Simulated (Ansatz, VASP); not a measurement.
# GaN: VASP beside Ansatz

```
CELL_PARAMETERS angstrom
4.54816 0.00000 0.00000
0.00000 4.54816 0.00000
0.00000 0.00000 4.54816
ATOMIC_POSITIONS crystal
Ga 0.99999 0.99999 0.99999
Ga 0.50001 0.00001 0.49999
Ga 0.49999 0.50001 0.00001
Ga 0.00001 0.49999 0.50001
N 0.75000 0.75000 0.75000
N 0.75000 0.25000 0.25000
N 0.25000 0.75000 0.25000
N 0.25000 0.25000 0.75000
```

Alike in both runs: functional PBE; k mesh 4 × 4 × 4; occupations gaussian, width 0.1 eV; no spin polarisation.

Ansatz relaxed the structure, and its values are those at the end. VASP's run is a single point on that final structure, the one shown.

```csv
,VASP,Ansatz
version,VASP 6.6.1,Ansatz 0.2.0
potentials or method,"VASP PAW PBE potentials, release 64 (Ga_d, N), cutoff 520 eV","scalar-relativistic, plane waves, PAW"
valence electrons in the cell,72,72
```

VASP gave:

| Quantity | Value |
| --- | --- |
| gap on the k mesh at the Fermi level (eV) | 1.55 |
| least direct gap on the mesh (eV) | 1.55 |
| pressure (GPa) | 0.1 |

Q: What did Ansatz give for the same quantities?

A: gap on the k mesh at the Fermi level (eV): 1.54; least direct gap on the mesh (eV): 1.54; pressure (GPa): 0.0.

The functional is the same, so the differences come from potentials, cutoffs and numerics.
